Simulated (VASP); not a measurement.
SnSe: single point with PBE+D3(BJ)

The system is SnSe.

```
CELL_PARAMETERS angstrom
0.00000 2.98877 2.98877
2.98877 0.00000 2.98877
2.98877 2.98877 0.00000
ATOMIC_POSITIONS crystal
Sn 0.00000 0.00000 0.00000
Se 0.50000 0.50000 0.50000
```

```
Program                : VASP 6.6.1
Task                   : single point
Functional             : PBE
Dispersion             : D3(BJ)
Potentials or basis    : VASP PAW PBE potentials, release 64 (Sn_d, Se)
Cutoff                 : 520 eV
k mesh                 : 10 × 10 × 10
Occupations            : gaussian, width 0.02 eV
Spin                   : non-collinear spin, zero start, spin-orbit coupling
Starting moments       : [[0.0, 0.0, 0.0], [0.0, 0.0, 0.0]] μB
Dipole correction      : no
Further INCAR settings : ALGO = Normal; EDIFF = 1e-07; NBANDS = 32
```

```yaml
Pressure: -0.1 GPa
Net_moment: 0.00 μB per cell
Valence_electrons_inside_the_program's_atomic_spheres: Sn 12.06; Se 3.81
Dispersion_energy_per_atom: -0.361 eV
```

Moments on the atoms (μB; x, y, z):
```
Sn  0.00 0.00 0.00
Se  0.00 0.00 0.00
```

It took 2.5 min on 1 thread of Intel(R) Xeon(R) Platinum 8259CL CPU @ 2.50GHz (Skylake/Cascade Lake), with other jobs on the host, peak memory 0.38 GiB.
